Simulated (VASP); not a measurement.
# InAs (zincblende type) (F-43m) in VASP: further runs

InAs (zincblende type) is run at these levels: PBE; tasks: single point.

All numbers are computed with VASP 6.6.1; they aren't measurements. Logs are shortened: lines on timing, memory, paths and dates and some standing lists are left out, and cuts for length are marked.

### Step 1. The cell of the first run

Symmetry: F-43m, No. 216, cubic system. The conventional cell has a = 5.545 Å, b = 5.545 Å, c = 5.545 Å, α = 90.00°, β = 90.00°, γ = 90.00°. In (site symmetry -43m) has 4 As at 2.40 Å within 3.2 Å. Within 3.2 Å of As (site symmetry -43m) lie 4 In at 2.40 Å.

### Step 2. Single point, PBE (volume scaled by 0.72)

Input file INCAR:

```
SYSTEM = InAs
ALGO = Normal
EDIFF = 1E-6
ENCUT = 520
GGA = PE
ISIF = 2
ISMEAR = -1
LASPH = .True.
LCHARG = .False.
LREAL = .False.
LWAVE = .False.
NBANDS = 16
NELM = 60
PREC = Accurate
SIGMA = 0.08
```

Input file KPOINTS:

```
k-points
0
Gamma
  11 11 11
  0 0 0
```

Input file POSCAR:

```
InAs
1.0
    0.0000000000      2.7725545589      2.7725545589
    2.7725545589      0.0000000000      2.7725545589
    2.7725545589      2.7725545589      0.0000000000
In As
1 1
Direct
    0.0000000000      0.0000000000      0.0000000000
    0.2500000000      0.2500000000      0.2500000000
```

Potentials or basis: VASP PAW PBE potentials, release 64 (In_d, As).

On the command line:

```sh
$ cat potpaw_PBE.64/In_d/POTCAR potpaw_PBE.64/As/POTCAR > POTCAR
$ mpirun -np 1 vasp_std > vasp.out
```

OUTCAR:

```text
SYSTEM = InAs
   EDIFF = 1E-6
   ENCUT = 520
   GGA = PE
   ISIF = 2
   ISMEAR = -1
   LASPH = .True.
   LREAL = .False.
   NELM = 60
   PREC = Accurate

 ion  position               nearest neighbor table
   1  0.000  0.000  0.000-   2 2.40   2 2.40   2 2.40   2 2.40
   2  0.250  0.250  0.250-   1 2.40   1 2.40   1 2.40   1 2.40

  LATTYP: Found a face centered cubic cell.
 ALAT       =     5.5451091178

  Lattice vectors:

 A1 = (   0.0000000000,   2.7725545589,   2.7725545589)
 A2 = (   2.7725545589,   0.0000000000,   2.7725545589)
 A3 = (   2.7725545589,   2.7725545589,   0.0000000000)

Analysis of symmetry for initial positions (statically):
=====================================================================
 Subroutine PRICEL returns:
 Original cell was already a primitive cell.

 Routine SETGRP: Setting up the symmetry group for a
 face centered cubic supercell.

 Subroutine GETGRP returns: Found 24 space group operations
 (whereof 24 operations were pure point group operations)
 out of a pool of 48 trial point group operations.

The static configuration has the point symmetry T_d .

Analysis of symmetry for dynamics (positions and initial velocities):
=====================================================================
 Subroutine PRICEL returns:
 Original cell was already a primitive cell.

 Routine SETGRP: Setting up the symmetry group for a
 face centered cubic supercell.

 Subroutine GETGRP returns: Found 24 space group operations
 (whereof 24 operations were pure point group operations)
 out of a pool of 48 trial point group operations.

The dynamic configuration has the point symmetry T_d .

 Subroutine INISYM returns: Found 24 space group operations
 (whereof 24 operations are pure point group operations),
 and found     1 'primitive' translations

----------------------------------------------------------------------------------------

                                     Primitive cell

  volume of cell :      42.6256

  direct lattice vectors                    reciprocal lattice vectors
     0.000000000  2.772554559  2.772554559    -0.180339102  0.180339102  0.180339102
     2.772554559  0.000000000  2.772554559     0.180339102 -0.180339102  0.180339102
     2.772554559  2.772554559  0.000000000     0.180339102  0.180339102 -0.180339102

  length of vectors
     3.920984260  3.920984260  3.920984260     0.312356488  0.312356488  0.312356488

  position of ions in fractional coordinates (direct lattice)
     0.000000000  0.000000000  0.000000000
     0.250000000  0.250000000  0.250000000

  ion indices of the primitive-cell ions
   primitive index   ion index
                 1           1
                 2           2

----------------------------------------------------------------------------------------

 KPOINTS: k-points

Automatic generation of k-mesh.
 Grid dimensions read from file:
 generate k-points for:   11   11   11

 Generating k-lattice:

  Cartesian coordinates                     Fractional coordinates (reciprocal lattice)
    -0.016394464  0.016394464  0.016394464     0.090909091  0.000000000  0.000000000
     0.016394464 -0.016394464  0.016394464     0.000000000  0.090909091  0.000000000
     0.016394464  0.016394464 -0.016394464     0.000000000  0.000000000  0.090909091

  Length of vectors
     0.028396044  0.028396044  0.028396044

  Shift w.r.t. Gamma in fractional coordinates (k-lattice)
     0.000000000  0.000000000  0.000000000

 Subroutine IBZKPT returns following result:
 ===========================================

 Found     56 irreducible k-points:

 Following reciprocal coordinates:
            Coordinates               Weight
  0.000000  0.000000  0.000000      1.000000
  0.090909  0.000000  0.000000      8.000000
  0.181818  0.000000  0.000000      8.000000
  0.272727  0.000000  0.000000      8.000000
  0.363636  0.000000  0.000000      8.000000
  0.454545  0.000000  0.000000      8.000000
[... 16 lines left out ...]
 -0.272727  0.181818  0.000000     24.000000
 -0.181818  0.181818  0.000000     12.000000
 [... further k-points ...]
   k-points           NKPTS =     56   k-points in BZ     NKDIM =     56   number of bands    NBANDS=     16
   number of dos      NEDOS =    301   number of ions     NIONS =      2
   total plane-waves  NPLWV =  27000
   dimension x,y,z NGX =    30 NGY =   30 NGZ =   30
   dimension x,y,z NGXF=    60 NGYF=   60 NGZF=   60
   ions per type =               1   1
   NGX,Y,Z   is equivalent  to a cutoff of  12.72, 12.72, 12.72 a.u.
   NGXF,Y,Z  is equivalent  to a cutoff of  25.44, 25.44, 25.44 a.u.
 SYSTEM =  InAs
   PREC   = accura    normal or accurate (medium, high low for compatibility)
   ISTART =      0    job   : 0-new  1-cont  2-samecut
   ICHARG =      2    charge: 1-file 2-atom 10-const
   ISPIN  =      1    spin polarized calculation?
   LNONCOLLINEAR =      F non collinear calculations
   LSORBIT =      F    spin-orbit coupling
   LASPH  =      T    aspherical Exc in radial PAW
   ENCUT  =  520.0 eV  38.22 Ry    6.18 a.u.   7.29  7.29  7.29*2*pi/ulx,y,z
   NELM   =     60;   NELMIN=  2; NELMDL= -5     # of ELM steps
   EDIFF  = 0.1E-05   stopping-criterion for ELM
   LREAL  =      F    real-space projection
   EDIFFG = 0.1E-04   stopping-criterion for IOM
   NSW    =      0    number of steps for IOM
   IBRION =     -1    ionic relax: 0-MD 1-quasi-New 2-CG
   NFREE  =      0    steps in history (QN), initial steepest desc. (CG)
   ISIF   =      2    stress and relaxation
   ISYM   =      2    0-nonsym 1-usesym 2-fastsym
   POTIM  = 0.5000    time-step for ionic-motion
   TEBEG  =    0.0;   TEEND  =   0.0 temperature during run
   PSTRESS=    0.0 pullay stress
   NELECT =      18.0000    total number of electrons
   NUPDOWN=      -1.0000    fix difference up-down
   EMIN   =  10.00;   EMAX   =-10.00  energy-range for DOS
   EFERMI =   0.00;   METHOD = LEGACY
   ISMEAR =    -1;   SIGMA  =   0.08  broadening in eV -4-tet -1-fermi 0-gaus
   EFERMI_NEDOS =   21; number of points for ismear=-14 and -15
   IALGO  =     38    algorithm
   IMIX   =      4    mixing-type and parameters
     AMIX     =   0.40;   BMIX     =  1.00
     AMIX_MAG =   1.60;   BMIX_MAG =  1.00
  volume/ion in A,a.u.               =      21.31       143.83
  Fermi-wavevector in a.u.,A,eV,Ry     =   1.228218  2.320996 20.524663  1.508520
  Thomas-Fermi vector in A             =   2.363152
   LORBIT       =      0    0 simple, 1 ext, 2 COOP (PROOUT), +10 PAW based schemes
   GGA     = PE    functional components
[... 5 lines left out ...]
 non-spin polarized calculation
  energy-cutoff  :      520.00
  volume of cell :       42.63
 maximum number of plane-waves:      1167
 NGX is ok and might be reduce to    30
   NGX = 15   NGY = 15   NGZ = 15

 number of electron      18.0000008 magnetization

 Free energy of the ion-electron system (eV)
  ---------------------------------------------------
  ext. energy  EPLUGINS =         0.00000000
  ---------------------------------------------------
  free energy    TOTEN  =        -6.39713281 eV

  energy without entropy =       -6.39710977  energy(sigma->0) =       -6.39712129

 E-fermi :   8.1107     XC(G=0): -10.2873

 val. band max:        7.6073007425   @ k =   0.0000   0.0000   0.0000
 cond. band min:       8.6289159371   @ k =   0.4545   0.4545   0.0000
 fundamental gap:      1.0216151946
 Fermi energy:         8.1107094216

 k-point     1 :       0.0000    0.0000    0.0000
  band No.  band energies     occupation
      1      -7.6442      2.00000
      2      -7.6442      2.00000
      3      -7.6442      2.00000
      4      -7.3641      2.00000
      5      -7.3641      2.00000
      6      -6.3173      2.00000
[... 8 lines left out ...]
     15      17.9516      0.00000
     16      17.9516      0.00000

 k-point     2 :       0.0909    0.0000    0.0000
  band No.  band energies     occupation
      1      -7.6834      2.00000
      2      -7.6366      2.00000
      3      -7.6366      2.00000
      4      -7.3647      2.00000
      5      -7.3647      2.00000
      6      -6.1734      2.00000
[... 8 lines left out ...]
     15      16.9947      0.00000
     16      16.9947      0.00000

 k-point     3 :       0.1818    0.0000    0.0000
  band No.  band energies     occupation
      1      -7.7692      2.00000
      2      -7.6175      2.00000
      3      -7.6175      2.00000
      4      -7.3648      2.00000
      5      -7.3648      2.00000
      6      -5.7765      2.00000
[... 8 lines left out ...]
     15      16.3973      0.00000
     16      16.6604      0.00000

 k-point     4 :       0.2727    0.0000    0.0000
  band No.  band energies     occupation
      1      -7.8578      2.00000
      2      -7.5958      2.00000
      3      -7.5958      2.00000
      4      -7.3611      2.00000
      5      -7.3611      2.00000
      6      -5.1882      2.00000
[... 8 lines left out ...]
     15      16.5964      0.00000
     16      16.5964      0.00000
[... 324 lines left out ...]
 k-point    22 :      -0.3636    0.1818    0.0000
  band No.  band energies     occupation
      1      -7.9684      2.00000
      2      -7.5580      2.00000
      3      -7.5422      2.00000
      4      -7.3636      2.00000
      5      -7.3599      2.00000
      6      -3.7632      2.00000
[... 8 lines left out ...]
     15      17.6559      0.00000
     16      18.8493      0.00000

 k-point    23 :      -0.2727    0.1818    0.0000
  band No.  band energies     occupation
      1      -7.9320      2.00000
      2      -7.5647      2.00000
      3      -7.5604      2.00000
      4      -7.3732      2.00000
      5      -7.3575      2.00000
      6      -4.3710      2.00000
[... 8 lines left out ...]
     15      18.3572      0.00000
     16      19.9365      0.00000

 k-point    24 :      -0.1818    0.1818    0.0000
  band No.  band energies     occupation
      1      -7.8785      2.00000
      2      -7.5855      2.00000
      3      -7.5774      2.00000
      4      -7.3775      2.00000
      5      -7.3564      2.00000
      6      -5.0007      2.00000
[... 8 lines left out ...]
     15      18.1114      0.00000
     16      19.0603      0.00000

 [... further k-points ...]

------------------------ aborting loop because EDIFF is reached ----------------------------------------

  FORCE on cell =-STRESS in cart. coord.  units (eV):
  Direction    XX          YY          ZZ          XY          YZ          ZX
  --------------------------------------------------------------------------------------
  -------------------------------------------------------------------------------------
  Total        9.2180454      9.2180454      9.2180454      0.0000000      0.0000000      0.0000000
  in kB      346.4807629    346.4807629    346.4807629      0.0000000      0.0000000      0.0000000
  external PRESSURE =     346.4807629 kB  Pullay stress =       0.0000000 kB

 VOLUME and BASIS-vectors are now :
 -----------------------------------------------------------------------------
  energy-cutoff  :      520.00
  volume of cell :       42.63
      direct lattice vectors                 reciprocal lattice vectors
     0.000000000  2.772554559  2.772554559    -0.180339102  0.180339102  0.180339102
     2.772554559  0.000000000  2.772554559     0.180339102 -0.180339102  0.180339102
     2.772554559  2.772554559  0.000000000     0.180339102  0.180339102 -0.180339102

 POSITION                                       TOTAL-FORCE (eV/Angst)
 -----------------------------------------------------------------------------------
      0.00000      0.00000      0.00000        -0.000000     -0.000000     -0.000000
      1.38628      1.38628      1.38628         0.000000      0.000000      0.000000
 -----------------------------------------------------------------------------------
    total drift:                                0.000000      0.000000      0.000000

  FREE ENERGIE OF THE ION-ELECTRON SYSTEM (eV)
  ---------------------------------------------------
  free  energy   TOTEN  =        -6.3971328137 eV

  energy  without entropy=       -6.3971097685  energy(sigma->0) =       -6.39712129
```

Run time: 27 s. Hardware: 1 thread of AMD EPYC 9R45 (Zen 5), shared host; peak memory 0.16 GiB.

Results:

```
Free energy            : -6.3971 eV
Pressure               : 34.6 GPa
Band gap on the k mesh : 1.02 eV, indirect (least direct gap 1.11 eV)
```

Levels at points of the mesh, in eV from the valence-band top:
| k point | band 7 | band 8 | band 9 | band 10 | band 11 | band 12 |
| --- | --- | --- | --- | --- | --- | --- |
| (0.00, 0.00, 0.00) | 0.00 | 0.00 | 0.00 | 1.11 | 3.91 | 3.91 |

Caveat: spin-orbit coupling is left out, which moves the levels of the heavy elements. A k mesh can miss the band edges.

### Step 3. Single point, PBE (volume scaled by 0.72)

Input file INCAR:

```
PREC = Accurate
ENCUT = 520
EDIFF = 1E-6
ISMEAR = -1
SIGMA = 0.08
LREAL = F
LASPH = T
NELM = 60
ALGO = Normal
ISIF = 2
LWAVE = F
LCHARG = F
GGA = PE
NBANDS = 16
```

Input file KPOINTS:

```
regular mesh
0
Gamma
  11 11 11
```

POSCAR is that of step 2.

Potentials or basis: VASP PAW PBE potentials, release 64 (In_d, As).

On the command line:

```sh
$ cat potpaw_PBE.64/In_d/POTCAR potpaw_PBE.64/As/POTCAR > POTCAR
$ mpirun -np 1 vasp_std > vasp.out
```

Run time: 27 s. Hardware: 1 thread of AMD EPYC 9R45 (Zen 5), shared host; peak memory 0.16 GiB.

It converged, with:

```
Free energy            : -6.3971 eV
Pressure               : 34.6 GPa
Band gap on the k mesh : 1.02 eV, indirect (least direct gap 1.11 eV)
```

Levels at points of the mesh, in eV from the valence-band top:
```tsv
k point	band 6	band 7	band 8	band 9	band 10	band 11	band 12	band 13
(0.00, 0.00, 0.00)	-13.92	0.00	0.00	0.00	1.11	3.91	3.91	3.91
```

Caveat: spin-orbit coupling is left out, which moves the levels of the heavy elements. A k mesh can miss the band edges.
